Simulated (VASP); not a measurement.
The system is TiSe2.

```
Ti Se
1.0
     3.48071    0.00000    0.00000
    -1.74036    3.01439    0.00000
     0.00000    0.00000    5.87316
Ti Se
1 2
Direct
  0.00000 0.00000 0.00000
  0.33333 0.66667 0.26467
  0.66667 0.33333 0.73533
```

| Item | Value |
| --- | --- |
| Program | VASP 6.6.1 |
| Task | relaxation of cell and atoms |
| Functional | LDA |
| Potentials or basis | VASP PAW LDA potentials, release 64 (Ti_sv, Se) |
| Cutoff | 500 eV |
| k mesh | 15 × 15 × 8 |
| Occupations | gaussian, width 0.1 eV |
| Spin | no spin polarisation |

At the start: pressure -3.0 GPa; volume 20.54 Å³/atom.

Q: How do energy, volume and symmetry change on relaxing?

A: Over 13 steps the energy falls by 6.3 meV/atom and the volume is 19.86 Å³/atom (-3.3 %); space group P-3m1 (No. 164, to 0.05 Å).

The path:
| step | energy change (eV) | largest force (eV/Å) | pressure (GPa) | volume (Å³) |
| --- | --- | --- | --- | --- |
| 1 | 0.0000 | 0.3007 | -2.97 | 61.62 |
| 2 | 0.0016 | 0.4610 | 3.24 | 58.29 |
| 3 | -0.0181 | 0.0572 | -0.10 | 59.96 |
| 4 | -0.0181 | 0.0648 | -0.04 | 59.92 |
| 5 | -0.0185 | 0.0439 | -0.01 | 59.81 |
| 6 | -0.0187 | 0.0158 | 0.03 | 59.66 |
| 7 | -0.0187 | 0.0194 | 0.03 | 59.68 |
| 8 | -0.0188 | 0.0029 | -0.08 | 59.71 |
| 9 | -0.0188 | 0.0030 | -0.12 | 59.71 |
| 10 | -0.0188 | 0.0023 | -0.11 | 59.69 |
| 11 | -0.0189 | 0.0000 | -0.07 | 59.62 |
| 12 | -0.0188 | 0.0041 | 0.04 | 59.47 |
| 13 | -0.0189 | 0.0014 | -0.02 | 59.57 |

Final structure:
```yaml
crystal:
  lattice:
    - [3.44123, 0.00000, 0.00000]
    - [-1.72061, 2.98019, 0.00000]
    - [0.00000, 0.00000, 5.80830]
  atoms:
    - { symbol: Ti, position: [0.00000, 0.00000, 0.00000] }
    - { symbol: Se, position: [0.33333, 0.66667, 0.26518] }
    - { symbol: Se, position: [0.66667, 0.33333, 0.73482] }
```
